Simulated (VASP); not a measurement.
Input of a VASP 6.6.1 run:

Contents of INCAR:

```
SYSTEM = Al
PREC = Accurate
ENCUT = 520
EDIFF = 1E-6
ISMEAR = -1
SIGMA = 0.1
LREAL = .FALSE.
LASPH = .TRUE.
NELM = 80
ALGO = Normal
ISIF = 2
LWAVE = .FALSE.
LCHARG = .TRUE.
GGA = B5
ALDAX = 1.0
AGGAX = 1.0
AGGAC = 1.0
ALDAC = 0.0
LELF = .TRUE.
LVHAR = .TRUE.
NBANDS = 10
```

The input KPOINTS:

```
regular mesh
0
G
  10 10 10
  0 0 0
```

POSCAR

```
Al
1.0
    0.0000000000      3.1976817555      3.1976817555
    3.1976817555      0.0000000000      3.1976817555
    3.1976817555      3.1976817555      0.0000000000
Al
2
Direct
    0.1250000000      0.1250000000      0.1250000000
    0.8750000000      0.8750000000      0.8750000000
```

Potentials or basis: VASP PAW PBE potentials, release 64 (Al).

Command:

```bash
$ cat potpaw_PBE.64/Al/POTCAR > POTCAR
$ mpirun -np 1 vasp_std > vasp.out
```

(1) Predict the band gap on the k mesh.

(2) Predict the pressure.

Answers

(1) zero (band 3 reaches 4.01 eV, above the bottom of band 4 at 1.30 eV).

(2) -2.6 GPa.

Caveat: the PAW data sets were made with another functional, which shifts forces and pressure a little.
